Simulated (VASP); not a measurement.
# F (Im-3m) in VASP: notebook, part 2 of 2

VASP 6.6.1. The steps go on from the part before.

## (4) Density of states, PBEsol (volume scaled by 0.45)

POSCAR reads:

```
F
1.0
   -1.0130361610      1.0130361610      1.0130361610
    1.0130361610     -1.0130361610      1.0130361610
    1.0130361610      1.0130361610     -1.0130361610
F
1
Direct
    0.0000000000      0.0000000000      0.0000000000
```

INCAR.step1 reads:

```
  PREC = Accurate
  ENCUT = 520
  EDIFF = 1E-6
  ISMEAR = -1
  SIGMA = 0.1
  LREAL = False
  LASPH = True
  NELM = 80
  ALGO = Normal
  ISIF = 2
  LWAVE = False
  LCHARG = True
  GGA = PS
  NBANDS = 10
```

KPOINTS.step1 reads:

```
Automatic mesh
0
Gamma
  20 20 20
```

INCAR.step2 reads:

```
  PREC = Accurate
  ENCUT = 520
  EDIFF = 1E-6
  ISMEAR = -5
  SIGMA = 0.1
  LREAL = False
  LASPH = True
  NELM = 80
  ALGO = Normal
  ISIF = 2
  LWAVE = False
  LCHARG = False
  GGA = PS
  LORBIT = 11
  NBANDS = 10
  NEDOS = 2001
  ICHARG = 11
```

KPOINTS.step2 reads:

```
Automatic mesh
0
Gamma
  30 30 30
```

Potentials or basis: VASP PAW PBE potentials, release 64 (F).

On the command line:

```sh
$ cat potpaw_PBE.64/F/POTCAR > POTCAR
$ cp INCAR.step1 INCAR
$ cp KPOINTS.step1 KPOINTS
$ mpirun -np 1 vasp_std > vasp.out
$ cp INCAR.step2 INCAR
$ cp KPOINTS.step2 KPOINTS
$ mpirun -np 1 vasp_std > vasp.out
```

OUTCAR:

```text
PREC = Accurate
   ENCUT = 520
   EDIFF = 1E-6
   ISMEAR = -5
   LREAL = False
   LASPH = True
   NELM = 80
   ISIF = 2
   GGA = PS
   LORBIT = 11
   ICHARG = 11

 ion  position               nearest neighbor table
   1  0.000  0.000  0.000-

  LATTYP: Found a body centered cubic cell.
 ALAT       =     2.0260723220

  Lattice vectors:

 A1 = (  -1.0130361610,   1.0130361610,   1.0130361610)
 A2 = (   1.0130361610,  -1.0130361610,   1.0130361610)
 A3 = (   1.0130361610,   1.0130361610,  -1.0130361610)

Analysis of symmetry for initial positions (statically):
=====================================================================
 Subroutine PRICEL returns:
 Original cell was already a primitive cell.

 Routine SETGRP: Setting up the symmetry group for a
 body centered cubic supercell.

 Subroutine GETGRP returns: Found 48 space group operations
 (whereof 48 operations were pure point group operations)
 out of a pool of 48 trial point group operations.

The static configuration has the point symmetry O_h .

Analysis of symmetry for dynamics (positions and initial velocities):
=====================================================================
 Subroutine PRICEL returns:
 Original cell was already a primitive cell.

 Routine SETGRP: Setting up the symmetry group for a
 body centered cubic supercell.

 Subroutine GETGRP returns: Found 48 space group operations
 (whereof 48 operations were pure point group operations)
 out of a pool of 48 trial point group operations.

The dynamic configuration has the point symmetry O_h .

 Subroutine INISYM returns: Found 48 space group operations
 (whereof 48 operations are pure point group operations),
 and found     1 'primitive' translations

----------------------------------------------------------------------------------------

                                     Primitive cell

  volume of cell :       4.1585

  direct lattice vectors                    reciprocal lattice vectors
    -1.013036161  1.013036161  1.013036161     0.000000000  0.493565797  0.493565797
     1.013036161 -1.013036161  1.013036161     0.493565797  0.000000000  0.493565797
     1.013036161  1.013036161 -1.013036161     0.493565797  0.493565797  0.000000000

  length of vectors
     1.754630101  1.754630101  1.754630101     0.698007444  0.698007444  0.698007444

  position of ions in fractional coordinates (direct lattice)
     0.000000000  0.000000000  0.000000000

  ion indices of the primitive-cell ions
   primitive index   ion index
                 1           1

----------------------------------------------------------------------------------------

 KPOINTS: Automatic mesh

Automatic generation of k-mesh.
 Grid dimensions read from file:
 generate k-points for:   30   30   30

 Generating k-lattice:

  Cartesian coordinates                     Fractional coordinates (reciprocal lattice)
     0.000000000  0.016452193  0.016452193     0.033333333  0.000000000  0.000000000
     0.016452193  0.000000000  0.016452193     0.000000000  0.033333333  0.000000000
     0.016452193  0.016452193  0.000000000     0.000000000  0.000000000  0.033333333

  Length of vectors
     0.023266915  0.023266915  0.023266915

  Shift w.r.t. Gamma in fractional coordinates (k-lattice)
     0.000000000  0.000000000  0.000000000

 TETIRR: Found  32549 inequivalent tetrahedra from   162000

 Subroutine IBZKPT returns following result:
 ===========================================

 Found    752 irreducible k-points:

 Following reciprocal coordinates:
            Coordinates               Weight
  0.000000  0.000000  0.000000      1.000000
  0.033333  0.000000  0.000000     12.000000
  0.066667  0.000000  0.000000     12.000000
  0.100000  0.000000  0.000000     12.000000
  0.133333  0.000000  0.000000     12.000000
  0.166667  0.000000  0.000000     12.000000
[... 16 lines left out ...]
  0.233333  0.033333  0.000000     48.000000
  0.266667  0.033333  0.000000     48.000000
 [... further k-points ...]
   k-points           NKPTS =    752   k-points in BZ     NKDIM =    752   number of bands    NBANDS=     10
   number of dos      NEDOS =   2001   number of ions     NIONS =      1
   total plane-waves  NPLWV =   2744
   dimension x,y,z NGX =    14 NGY =   14 NGZ =   14
   dimension x,y,z NGXF=    28 NGYF=   28 NGZF=   28
   ions per type =               1
   NGX,Y,Z   is equivalent  to a cutoff of  13.26, 13.26, 13.26 a.u.
   NGXF,Y,Z  is equivalent  to a cutoff of  26.53, 26.53, 26.53 a.u.
 SYSTEM =  unknown system
   PREC   = accura    normal or accurate (medium, high low for compatibility)
   ISTART =      0    job   : 0-new  1-cont  2-samecut
   ICHARG =     11    charge: 1-file 2-atom 10-const
   ISPIN  =      1    spin polarized calculation?
   LNONCOLLINEAR =      F non collinear calculations
   LSORBIT =      F    spin-orbit coupling
   LASPH  =      T    aspherical Exc in radial PAW
   ENCUT  =  520.0 eV  38.22 Ry    6.18 a.u.   3.26  3.26  3.26*2*pi/ulx,y,z
   NELM   =     80;   NELMIN=  2; NELMDL=  0     # of ELM steps
   EDIFF  = 0.1E-05   stopping-criterion for ELM
   LREAL  =      F    real-space projection
   EDIFFG = 0.1E-04   stopping-criterion for IOM
   NSW    =      0    number of steps for IOM
   IBRION =     -1    ionic relax: 0-MD 1-quasi-New 2-CG
   NFREE  =      0    steps in history (QN), initial steepest desc. (CG)
   ISIF   =      2    stress and relaxation
   ISYM   =      2    0-nonsym 1-usesym 2-fastsym
   POTIM  = 0.5000    time-step for ionic-motion
   TEBEG  =    0.0;   TEEND  =   0.0 temperature during run
   PSTRESS=    0.0 pullay stress
   NELECT =       7.0000    total number of electrons
   NUPDOWN=      -1.0000    fix difference up-down
   EMIN   =  10.00;   EMAX   =-10.00  energy-range for DOS
   EFERMI =   0.00;   METHOD = LEGACY
   ISMEAR =    -5;   SIGMA  =   0.10  broadening in eV -4-tet -1-fermi 0-gaus
   EFERMI_NEDOS =   21; number of points for ismear=-14 and -15
   IALGO  =     38    algorithm
   IMIX   =      4    mixing-type and parameters
     AMIX     =   0.40;   BMIX     =  1.00
     AMIX_MAG =   1.60;   BMIX_MAG =  1.00
  volume/ion in A,a.u.               =       4.16        28.06
  Fermi-wavevector in a.u.,A,eV,Ry     =   1.947433  3.680115 51.600041  3.792496
  Thomas-Fermi vector in A             =   2.975673
   LORBIT       =     11    0 simple, 1 ext, 2 COOP (PROOUT), +10 PAW based schemes
   GGA     = PS    functional components
   LHFCALC =     F    Hartree Fock is set to
   AEXX    =    0.0000 exact exchange contribution
   IVDW    =     0    specifies the selected vdW correction
   LEPSILON=     F    determine dielectric tensor
   LRPA    =     F    only Hartree local field effects (RPA)
 non-spin polarized calculation
 Fermi weights with tetrahedron method with Bloechl corrections
  energy-cutoff  :      520.00
  volume of cell :        4.16
 maximum number of plane-waves:       135
 NGX is ok and might be reduce to    14

 number of electron       7.0000002 magnetization

 Free energy of the ion-electron system (eV)
  ---------------------------------------------------
  ext. energy  EPLUGINS =         0.00000000
  ---------------------------------------------------
  free energy    TOTEN  =         2.14740905 eV

  energy without entropy =        2.14740905  energy(sigma->0) =        2.14740905

 E-fermi :  10.0127     XC(G=0): -16.3239

 val. band max:       10.1195077650   @ k =  -0.1000   0.1000   0.1000
 cond. band min:      10.0120649829   @ k =  -0.2667   0.3333   0.1000
 fundamental gap:     -0.1074427821
 Fermi energy:        10.0126753082

 k-point     1 :       0.0000    0.0000    0.0000
  band No.  band energies     occupation
      1     -23.1688      2.00000
      2      11.7424      0.00000
      3      11.7424      0.00000
      4      11.7424      0.00000
      5      38.9498      0.00000
      6      59.3879      0.00000
      7      59.3879      0.00000
      8      59.3879      0.00000
      9      64.8676      0.00000
     10      64.8676      0.00000
[... 287 lines left out ...]
 k-point    24 :       0.2667    0.0333    0.0000
  band No.  band energies     occupation
      1     -18.9573      2.00000
      2       3.6079      2.00000
      3       9.3182      2.00000
      4      11.2267      0.00000
      5      39.8097      0.00000
      6      45.9693      0.00000
      7      48.2888      0.00000
      8      59.9782      0.00000
      9      68.1582      0.00000
     10      70.5100      0.00000

 [... further k-points ...]
[... 5 lines left out ...]
  --------------------------------------------------------------------------------------
  -------------------------------------------------------------------------------------
  Total       10.9987693     10.9987693     10.9987693     -0.0000000     -0.0000000      0.0000000
  in kB     4237.5988369   4237.5988369   4237.5988369     -0.0000000     -0.0000000      0.0000000
  external PRESSURE =    4237.5988369 kB  Pullay stress =       0.0000000 kB

 VOLUME and BASIS-vectors are now :
 -----------------------------------------------------------------------------
  energy-cutoff  :      520.00
  volume of cell :        4.16
      direct lattice vectors                 reciprocal lattice vectors
    -1.013036161  1.013036161  1.013036161     0.000000000  0.493565797  0.493565797
     1.013036161 -1.013036161  1.013036161     0.493565797  0.000000000  0.493565797
     1.013036161  1.013036161 -1.013036161     0.493565797  0.493565797  0.000000000

 POSITION                                       TOTAL-FORCE (eV/Angst)
 -----------------------------------------------------------------------------------
      0.00000      0.00000      0.00000        -0.000000     -0.000000     -0.000000
 -----------------------------------------------------------------------------------
    total drift:                               -0.000000     -0.000000      0.000000

  FREE ENERGIE OF THE ION-ELECTRON SYSTEM (eV)
  ---------------------------------------------------
  free  energy   TOTEN  =         2.1474090452 eV

  energy  without entropy=        2.1474090452  energy(sigma->0) =        2.14740905

 total charge

# of ion       s       p       d       tot
------------------------------------------
    1        1.831   4.212   0.000   6.043
```

OUTCAR.step1:

```text
PREC = Accurate
   ENCUT = 520
   EDIFF = 1E-6
   ISMEAR = -1
   LREAL = False
[... 528 lines left out ...]

 POSITION                                       TOTAL-FORCE (eV/Angst)
 -----------------------------------------------------------------------------------
      0.00000      0.00000      0.00000         0.000000      0.000000     -0.000000
 -----------------------------------------------------------------------------------
    total drift:                               -0.000000     -0.000000      0.000000

  FREE ENERGIE OF THE ION-ELECTRON SYSTEM (eV)
  ---------------------------------------------------
  free  energy   TOTEN  =         2.1319388644 eV

  energy  without entropy=        2.1641131458  energy(sigma->0) =        2.14802601
```

OSZICAR.step1:

```text
N       E                     dE             d eps       ncg     rms          rms(c)
DAV:   1     0.175199775484E+02    0.17520E+02   -0.44197E+03  5818   0.682E+02
DAV:   2     0.213124905222E+01   -0.15389E+02   -0.14714E+02  5812   0.134E+02
DAV:   3     0.201984419786E+01   -0.11140E+00   -0.11081E+00  6034   0.867E+00
DAV:   4     0.201982449203E+01   -0.19706E-04   -0.19707E-04  5618   0.145E-01
DAV:   5     0.201982448711E+01   -0.49131E-08   -0.38372E-08  5712   0.180E-03    0.254E+00
DAV:   6     0.212018633290E+01    0.10036E+00   -0.17891E-01  5296   0.392E+00    0.988E-01
DAV:   7     0.213244007105E+01    0.12254E-01   -0.56909E-02  5406   0.227E+00    0.246E-01
DAV:   8     0.213193929054E+01   -0.50078E-03   -0.40403E-04  5396   0.216E-01    0.838E-03
DAV:   9     0.213193886439E+01   -0.42616E-06   -0.10720E-06  5650   0.124E-02
   1 F= 0.21319389E+01 E0= 0.21480260E+01  d E =-.321743E-01
```

Run time: 22 s. Hardware: 1 thread of AMD EPYC 9R45 (Zen 5), shared host; peak memory 0.16 GiB.

What came out:

- Valence electrons inside the program's atomic spheres: F 6.04

Levels at points of the mesh, in eV from the Fermi level:
| k point | band 1 | band 2 | band 3 | band 4 | band 5 | band 6 | band 7 |
| --- | --- | --- | --- | --- | --- | --- | --- |
| (0.00, 0.00, 0.00) | -33.18 | 1.73 | 1.73 | 1.73 | 28.94 | 49.38 | 49.38 |
| (0.50, 0.00, 0.00) | -23.79 | -13.93 | -1.97 | 0.96 | 26.10 | 35.08 | 37.58 |
| (0.50, 0.50, 0.50) | -18.12 | -7.08 | -7.08 | -7.08 | 20.04 | 20.04 | 51.87 |

Caveat: the PAW data sets were made with another functional, which shifts forces and pressure a little; an odd number of electrons without spin polarisation forces a metal; a magnetic or distorted state may lie lower; tetrahedron occupations give inexact forces and stress in metals.
